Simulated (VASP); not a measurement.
Sn, 2 atoms in the cell. The structure is tetragonal, space group I4_1/amd (No. 141). Conventional cell: a = 5.947 Å, b = 5.947 Å, c = 3.212 Å, α = 90.00°, β = 90.00°, γ = 90.00°. Within 4.1 Å of Sn (site symmetry -4m2) lie 10 Sn at 3.08 to 3.83 Å. 

* Program: VASP 6.6.1
* Task: single point
* Functional: PBE
* Potentials or basis: VASP PAW PBE potentials, release 64 (Sn_d)
* Cutoff: 520 eV
* k mesh: 16 × 16 × 16
* Occupations: gaussian, width 0.05 eV
* Spin: no spin polarisation
* Dipole correction: no
* Further INCAR settings: ALGO = Fast; EDIFF = 1e-06; NBANDS = 21

Potentials or basis: VASP PAW PBE potentials, release 64 (Sn_d).

Command:

```console
$ cat potpaw_PBE.64/Sn_d/POTCAR > POTCAR
$ mpirun -np 1 vasp_std > vasp.out
```

Hardware: 1 thread of Intel(R) Xeon(R) Platinum 8259CL CPU @ 2.50GHz (Skylake/Cascade Lake) (shared host).

**Question.** Estimate the wall time of this run.

**Answer.** Wall time 7.5 min on 1 thread of Intel(R) Xeon(R) Platinum 8259CL CPU @ 2.50GHz (Skylake/Cascade Lake), on a shared host, peak memory 0.45 GiB. Counts: scf iterations 12, k points 349.
